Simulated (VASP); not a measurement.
A run of VASP 6.6.1:

The input INCAR:

```
PREC     = Accurate       # precision mode
ENCUT    = 600            # plane-wave cutoff, eV
EDIFF    = 1E-6           # SCF threshold, eV
ISMEAR   = 0              # smearing method
SIGMA    = 0.1            # smearing width, eV
LREAL    = F              # projectors in reciprocal space
LASPH    = T              # aspherical terms in the spheres
NELM     = 100            # most SCF steps
ALGO     = Normal         # electronic algorithm
ISIF     = 3              # what is computed and relaxed
LWAVE    = F              # write WAVECAR
LCHARG   = F              # write CHGCAR
GGA      = PS             # functional
IBRION   = 2              # ionic algorithm
NSW      = 70             # ionic steps
EDIFFG   = -0.008         # ionic threshold
PSTRESS  = 120.0
```

KPOINTS

```
Automatic mesh
0
Gamma
  14 14 14
```

The input POSCAR:

```
CoSi2
1.0
    0.0000000000      2.6072054118      2.6072054118
    2.6072054118      0.0000000000      2.6072054118
    2.6072054118      2.6072054118      0.0000000000
Co Si
1 2
Direct
    0.0000000000      0.0000000000      0.0000000000
    0.2500000000      0.2500000000      0.2500000000
    0.7500000000      0.7500000000      0.7500000000
```

Potentials or basis: VASP PAW PBE potentials, release 64 (Co, Si).

Run with:

```bash
$ cat potpaw_PBE.64/Co/POTCAR potpaw_PBE.64/Si/POTCAR > POTCAR
$ mpirun -np 1 vasp_std > vasp.out
```

Hardware: 1 thread of Intel(R) Xeon(R) Platinum 8488C (Sapphire Rapids) (shared host).

**Question.** Estimate the wall time of this run.

**Answer.** Run time: 77 s on 1 thread of Intel(R) Xeon(R) Platinum 8488C (Sapphire Rapids) (shared host), peak memory 0.21 GiB. Counts: scf iterations 26, k points 104, ion steps 3.
